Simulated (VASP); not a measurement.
The system is HfN.

```
Hf N
1.0
     0.00000    2.43835    2.43835
     2.43835    0.00000    2.43835
     2.43835    2.43835    0.00000
Hf N
1 1
Cartesian
  0.0000 0.0000 0.0000
  1.2192 1.2192 1.2192
```

Base run:

```yaml
Program: VASP 6.6.1
Functional: r2SCAN
Potentials_or_basis: VASP PAW PBE potentials, release 64 (Hf_pv, N)
Cutoff: 520 eV
k_mesh: 9 × 9 × 9
Occupations: fermi-dirac, width 0.05 eV
Spin: no spin polarisation
```

Its results: pressure 0.5 GPa.

Problem. The run is repeated on the same cell with these changes: functional from r2SCAN to LDA; potentials or basis from VASP PAW PBE potentials, release 64 (Hf_pv, N) to VASP PAW LDA potentials, release 64 (Hf_pv, N). What comes out?

Solution. Pressure -6.3 GPa.

Caveats: the PAW data sets were made with another functional, which shifts forces and pressure a little (some runs).
